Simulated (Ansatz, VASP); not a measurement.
Given: the input of a run of Ansatz 0.2.0 on CdSe.

File input.yaml:

```yaml
crystal:
  lattice:
    - [4.3843351364, 0.0, 0.0]
    - [-2.1921675682, 3.7969456069, 0.0]
    - [0.0, 0.0, 7.1576820134]
  atoms:
    - { symbol: Cd, position: [0.6666666667, 0.3333333333, 0.5] }
    - { symbol: Cd, position: [0.3333333333, 0.6666666667, 0.0] }
    - { symbol: Se, position: [0.6666666667, 0.3333333333, 0.885] }
    - { symbol: Se, position: [0.3333333333, 0.6666666667, 0.385] }
kpoints:
  mp_grid: { grid: [7, 7, 4] }
scf:
  occupations: { method: fermi_dirac, width: 0.05 }
hamiltonian:
  xc: lda
  pseudopotentials: { kind: all_electron, lapw: { basis_error: 0.002 } }
output:
  forces: true
  stress: true
  eigenvalues: true
```

Potentials or basis: all-electron LAPW, scalar-relativistic.

The run is started by

```bash
$ ansatz run input.yaml --threads 2 --pin off --max-ram 8192MiB --backend cpu --events-out ev --progress --plain --runs-dir out
```

Q: Set up the same calculation for VASP 6.6.1. Potentials there: VASP PAW LDA potentials, release 64 (Cd, Se).

A: As run (the cutoff follows the program's own potentials):

The input INCAR:

```
ALGO = Normal
EDIFF = 1E-7
ENCUT = 520
ISIF = 2
ISMEAR = -1
LASPH = True
LCHARG = True
LELF = True
LREAL = False
LVHAR = True
LWAVE = False
NBANDS = 26
NELM = 60
PREC = Accurate
SIGMA = 0.05
```

File KPOINTS:

```
k-points
0
Gamma
  7 7 4
```

Contents of POSCAR:

```
CdSe
1.0
    4.3843351364      0.0000000000      0.0000000000
   -2.1921675682      3.7969456069      0.0000000000
    0.0000000000      0.0000000000      7.1576820134
Cd Se
2 2
Direct
    0.6666666667      0.3333333333      0.5000000000
    0.3333333333      0.6666666667      0.0000000000
    0.6666666667      0.3333333333      0.8850000000
    0.3333333333      0.6666666667      0.3850000000
```

Potentials or basis: VASP PAW LDA potentials, release 64 (Cd, Se).

The run is started by

```sh
$ cat potpaw_LDA.64/Cd/POTCAR potpaw_LDA.64/Se/POTCAR > POTCAR
$ mpirun -np 1 vasp_std > vasp.out
```

Both were run:

|  | VASP | Ansatz | Ansatz less VASP |
| --- | --- | --- | --- |
| gap on the k mesh at the Fermi level (eV) | 0.34 | 0.31 | -0.029 |
| least direct gap on the mesh (eV) | 0.34 | 0.31 | -0.029 |
| pressure (GPa) | -3.9 | -4.3 | -0.31 |
| traceless stress, the component that is largest in VASP (GPa) | -0.71 | -0.64 | +0.061 |
| rms of the force components (eV/Å) | 0.121 | 0.116 | -0.0055 |

LDA's correlation is that of Perdew and Zunger in VASP and of Perdew and Wang (1992) in Ansatz. Atom by atom the forces differ by 0.006 eV/Å (rms over components). Ansatz ran all-electron here, and VASP with PAW potentials.
